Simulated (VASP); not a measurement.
# PC2 (R-3m) in VASP: relaxation of cell and atoms with PBE

Aim: the relaxation of cell and atoms of PC2 with PBE.

Everything below comes from runs of VASP 6.6.1. Logs are shortened: lines on timing, memory, paths and dates and some standing lists are left out, and cuts for length are marked.

## 1. The cell of the first run

It takes space group R-3m (No. 166, trigonal). The conventional cell has a = 2.967 Å, b = 2.967 Å, c = 16.345 Å, α = 90.00°, β = 90.00°, γ = 120.00°. P (site symmetry -3m) has 6 C at 2.19 Å and 6 P at 2.97 Å within 3.0 Å. C (site symmetry 3m) has 3 P at 2.19 Å and 6 C at 2.97 Å within 3.0 Å.

The cell was generated, and may not be a known phase.

## 2. Relaxation of cell and atoms, PBE

File INCAR:

```
SYSTEM = PC2
ALGO = Normal
EDIFF = 1E-7
EDIFFG = -0.08
ENCUT = 1300
GGA = PE
GGA_COMPAT = .FALSE.
IBRION = 2
ISIF = 3
ISMEAR = 0
LASPH = .TRUE.
LCHARG = .FALSE.
LREAL = .FALSE.
LWAVE = .FALSE.
NELM = 120
NELMIN = 4
NSW = 36
PREC = Accurate
SIGMA = 0.2
```

File KPOINTS:

```
k-points
0
G
  8 8 8
  0 0 0
```

File POSCAR:

```
PC2
1.0
    1.4834904500      0.8564936100      5.4484079800
   -1.4834904500      0.8564936100      5.4484079800
    0.0000000000     -1.7129872300      5.4484079800
P C
1 2
Direct
    0.0000000000      0.0000000000      0.0000000000
    0.2500000000      0.2500000000      0.2500000000
    0.7500000000      0.7500000000      0.7500000000
```

Potentials or basis: VASP PAW PBE potentials, release 64 (P, C_h).

Run with:

```bash
$ cat potpaw_PBE.64/P/POTCAR potpaw_PBE.64/C_h/POTCAR > POTCAR
$ mpirun -np 1 vasp_std > vasp.out
```

OUTCAR:

```text
SYSTEM = PC2
   EDIFF = 1E-7
   EDIFFG = -0.08
   ENCUT = 1300
   GGA = PE
   IBRION = 2
   ISIF = 3
   ISMEAR = 0
   LASPH = .TRUE.
   LREAL = .FALSE.
   NELM = 120
   NELMIN = 4
   NSW = 36
   PREC = Accurate

 ion  position               nearest neighbor table
   1  0.000  0.000  0.000-   3 2.19   3 2.19   2 2.19   2 2.19   3 2.19   2 2.19
   2  0.250  0.250  0.250-   1 2.19   1 2.19   1 2.19
   3  0.750  0.750  0.750-   1 2.19   1 2.19   1 2.19

  LATTYP: Found a trigonal (rhomboedric) cell.
 ALAT       =     5.7113461404
 COS(alpha) =     0.8650656430

  Lattice vectors:

 A1 = (   1.4834904500,   0.8564936100,   5.4484079800)
 A2 = (  -1.4834904500,   0.8564936100,   5.4484079800)
 A3 = (   0.0000000000,  -1.7129872300,   5.4484079800)

Analysis of symmetry for initial positions (statically):
=====================================================================
 Subroutine PRICEL returns:
 Original cell was already a primitive cell.

 Routine SETGRP: Setting up the symmetry group for a
 trigonal (rhombohedral) supercell.

 Subroutine GETGRP returns: Found 12 space group operations
 (whereof 12 operations were pure point group operations)
 out of a pool of 12 trial point group operations.

The static configuration has the point symmetry D_3d.

Analysis of symmetry for dynamics (positions and initial velocities):
=====================================================================
 Subroutine PRICEL returns:
 Original cell was already a primitive cell.

 Routine SETGRP: Setting up the symmetry group for a
 trigonal (rhombohedral) supercell.

 Subroutine GETGRP returns: Found 12 space group operations
 (whereof 12 operations were pure point group operations)
 out of a pool of 12 trial point group operations.

The dynamic configuration has the point symmetry D_3d.

 Subroutine INISYM returns: Found 12 space group operations
 (whereof 12 operations are pure point group operations),
 and found     1 'primitive' translations

----------------------------------------------------------------------------------------

                                     Primitive cell

  volume of cell :      41.5365

  direct lattice vectors                    reciprocal lattice vectors
     1.483490450  0.856493610  5.448407980     0.337042952  0.194591838  0.061179951
    -1.483490450  0.856493610  5.448407980    -0.337042952  0.194591838  0.061179951
     0.000000000 -1.712987230  5.448407980     0.000000000 -0.389183676  0.061179951

[... 117 lines left out ...]
 non-spin polarized calculation
 Gauss-broadening in eV      SIGMA  =   0.20
  energy-cutoff  :     1300.00
  volume of cell :       41.54
 maximum number of plane-waves:      4443
 NGX is ok and might be reduce to    70
   NGX = 33   NGY = 33   NGZ = 33

--------------------------------------- Ionic step        1  -------------------------------------------

 number of electron      13.0000000 magnetization

 Free energy of the ion-electron system (eV)
  ---------------------------------------------------
  ext. energy  EPLUGINS =         0.00000000
  ---------------------------------------------------
  free energy    TOTEN  =       -15.32051822 eV

  energy without entropy =      -15.27352459  energy(sigma->0) =      -15.29702140

------------------------ aborting loop because EDIFF is reached ----------------------------------------

  FORCE on cell =-STRESS in cart. coord.  units (eV):
  Direction    XX          YY          ZZ          XY          YZ          ZX
  --------------------------------------------------------------------------------------
  -------------------------------------------------------------------------------------
  Total       -4.1475523     -4.1475524     -9.8584904     -0.0000000      0.0000000      0.0000000
  in kB     -159.9825829   -159.9825839   -380.2692830     -0.0000000      0.0000002      0.0000000
  external PRESSURE =    -233.4114833 kB  Pullay stress =       0.0000000 kB
[... 92 lines left out ...]
  FREE ENERGIE OF THE ION-ELECTRON SYSTEM (eV)
  ---------------------------------------------------
  free  energy   TOTEN  =       -17.2557453767 eV

  energy  without entropy=      -17.2003270741  energy(sigma->0) =      -17.22803623

[... ionic steps 4 to 7 ...]

--------------------------------------- Ionic step        8  -------------------------------------------

 number of electron      13.0000000 magnetization

------------------------ aborting loop because EDIFF is reached ----------------------------------------
[... 69 lines left out ...]
--------------------------------------- Ionic step       10  -------------------------------------------

 number of electron      13.0000000 magnetization

 Free energy of the ion-electron system (eV)
  ---------------------------------------------------
  ext. energy  EPLUGINS =         0.00000000
  ---------------------------------------------------
  free energy    TOTEN  =       -17.71595433 eV

  energy without entropy =      -17.68969870  energy(sigma->0) =      -17.70282652

 E-fermi :   7.1321     XC(G=0): -11.1476

 val. band max:        7.1173847632   @ k =  -0.2500  -0.3750   0.1250
 cond. band min:       7.1407914805   @ k =  -0.3750   0.2500   0.1250
 fundamental gap:      0.0234067173
 Fermi energy:         7.1320844504

 k-point     1 :       0.0000    0.0000    0.0000
  band No.  band energies     occupation
      1     -11.4017      2.00000
      2      -2.8155      2.00000
      3       2.1856      2.00000
      4       5.5681      2.00000
      5       5.5681      2.00000
      6       5.5812      2.00000
      7       5.5812      2.00000
      8       9.9247      0.00000
      9      11.9933      0.00000
     10      12.6804      0.00000
[... 287 lines left out ...]
 k-point    24 :       0.3750    0.1250    0.1250
  band No.  band energies     occupation
      1     -10.0820      2.00000
      2      -2.8674      2.00000
      3      -0.0756      2.00000
      4       2.9009      2.00000
      5       4.3327      2.00000
      6       4.4643      2.00000
      7       7.2489      0.40866
      8       8.7082      0.00000
      9      12.0127      0.00000
     10      14.3142      0.00000

 [... further k-points ...]

------------------------ aborting loop because EDIFF is reached ----------------------------------------

  FORCE on cell =-STRESS in cart. coord.  units (eV):
  Direction    XX          YY          ZZ          XY          YZ          ZX
  --------------------------------------------------------------------------------------
  -------------------------------------------------------------------------------------
  Total       -0.0674211     -0.0674211      0.1175501     -0.0000000     -0.0000000      0.0000000
  in kB       -3.4791445     -3.4791446      6.0659637     -0.0000000     -0.0000000      0.0000000
  external PRESSURE =      -0.2974418 kB  Pullay stress =       0.0000000 kB
[... 18 lines left out ...]
  FREE ENERGIE OF THE ION-ELECTRON SYSTEM (eV)
  ---------------------------------------------------
  free  energy   TOTEN  =       -17.7159543328 eV

  energy  without entropy=      -17.6896987001  energy(sigma->0) =      -17.70282652

 reached required accuracy - stopping structural energy minimisation
```

OSZICAR:

```text
N       E                     dE             d eps       ncg     rms          rms(c)
DAV:   1     0.578165375756E+02    0.57817E+02   -0.98390E+03  1300   0.226E+03
[... 96 lines left out ...]
DAV:   2    -0.177165569766E+02    0.15335E-02   -0.62895E-03  1628   0.745E-01    0.233E-01
DAV:   3    -0.177159682394E+02    0.58874E-03   -0.12347E-03  1450   0.276E-01    0.311E-02
DAV:   4    -0.177159541737E+02    0.14066E-04   -0.33865E-05  1858   0.534E-02    0.215E-02
DAV:   5    -0.177159538490E+02    0.32469E-06   -0.48455E-06  1528   0.183E-02    0.781E-03
DAV:   6    -0.177159542352E+02   -0.38622E-06   -0.52884E-07  1474   0.679E-03    0.235E-03
DAV:   7    -0.177159543688E+02   -0.13353E-06   -0.33014E-08   792   0.186E-03    0.478E-04
DAV:   8    -0.177159543328E+02    0.35914E-07   -0.45411E-09   750   0.740E-04
  10 F= -.17715954E+02 E0= -.17702827E+02  d E =-.444290E-02
```

Wall time 22 min (1 thread of Intel Xeon 6975P-C (Granite Rapids), shared host); peak memory 0.81 GiB.

What came out:

* Free energy: -17.7160 eV
* Relaxed volume: 10.35 Å³/atom
* Relaxed cell: a = 4.437 Å, b = 4.437 Å, c = 4.437 Å, α = 38.95°, β = 38.95°, γ = 38.95°
* Space group after relaxing (to 0.1 Å): R-3m (No. 166)
* Energy gained by relaxing: 798.5 meV/atom
* Ionic steps: 10
* Pressure after relaxing: 0.0 GPa
* Largest force after relaxing: 0.019 eV/Å
* Band gap on the k mesh: zero (an odd number of electrons rules out a gap without spin polarisation)

Forces in eV/Å, atoms in the order of the input:
```
P    0.000  0.000  0.000
C    0.000  0.000  0.019
C    0.000  0.000 -0.019
```

Stress tensor (GPa, compression positive):
```
-0.35  0.00  0.00
 0.00 -0.35  0.00
 0.00  0.00  0.61
```

The path:
| step | energy change (eV) | largest force (eV/Å) | pressure (GPa) | volume (Å³) |
| --- | --- | --- | --- | --- |
| 1 | 0.0000 | 2.8126 | -23.34 | 41.54 |
| 2 | -1.9268 | 0.6819 | 5.96 | 30.44 |
| 3 | -1.9352 | 0.4945 | 9.54 | 29.96 |
| 4 | -2.3644 | 0.0136 | 4.64 | 30.51 |
| 5 | -2.3869 | 0.0753 | 3.67 | 30.59 |
| 6 | -2.3681 | 0.4211 | 1.27 | 30.69 |
| 7 | -2.3912 | 0.1558 | 2.89 | 30.63 |
| 8 | -2.3910 | 0.1767 | 2.74 | 30.64 |
| 9 | -2.3912 | 0.2008 | -2.59 | 31.46 |
| 10 | -2.3954 | 0.0189 | -0.03 | 31.05 |

Final structure:
```
P C
1.0
     1.47944    0.85415    4.09497
    -1.47944    0.85415    4.09497
     0.00000   -1.70831    4.09497
P C
1 2
Direct
  0.00000 0.00000 0.00000
  0.26380 0.26380 0.26380
  0.73620 0.73620 0.73620
```

Caveat: the volume moved by over 15 % at a fixed basis, so the end points are rough; an odd number of electrons without spin polarisation forces a metal; a magnetic or distorted state may lie lower.

The gap in the log of VASP goes by the Fermi energy; the results here count the filled bands.